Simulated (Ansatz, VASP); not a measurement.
One calculation of Se, two programs

```xyz
3
Lattice="4.2771 0.0000 0.0000 -2.1385 3.7041 0.0000 0.0000 0.0000 4.8525" Properties=species:S:1:pos:R:3 pbc="T T T"
Se    0.9641    0.0000    1.6175
Se   -0.4820    0.8349    3.2350
Se    1.6565    2.8692    0.0000
```

Change from the starting cell: volume scaled by 0.94, crystal datasets.

Alike in both runs: task electric field gradients; functional LDA; k mesh 6 × 6 × 5; occupations fermi-dirac, width 0.03 eV; no spin polarisation.

```csv
,VASP,Ansatz
version,VASP 6.6.1,Ansatz 0.2.0
potentials or method,"VASP PAW LDA potentials, release 64 (Se), cutoff 520 eV","all-electron PAW with datasets made for the crystal, scalar-relativistic"
```

VASP gave:

```
gap on the k mesh at the Fermi level (eV)                     : 1.14
pressure (GPa)                                                : 2.9
traceless stress, the component that is largest in VASP (GPa) : 2.52
rms of the force components (eV/Å)                            : 0.550
size of Vzz on the site where it differs most (V/Å²)          : 477.8
```

Q: Estimate Ansatz's values.

A: gap on the k mesh at the Fermi level (eV): 1.15; pressure (GPa): 2.6; traceless stress, the component that is largest in VASP (GPa): 2.41; rms of the force components (eV/Å): 0.512; size of Vzz on the site where it differs most (V/Å²): 498.6.

LDA's correlation is that of Perdew and Zunger in VASP and of Perdew and Wang (1992) in Ansatz. Atom by atom the forces differ by 0.037 eV/Å (rms over components). Ansatz ran all-electron here, and VASP with PAW potentials.
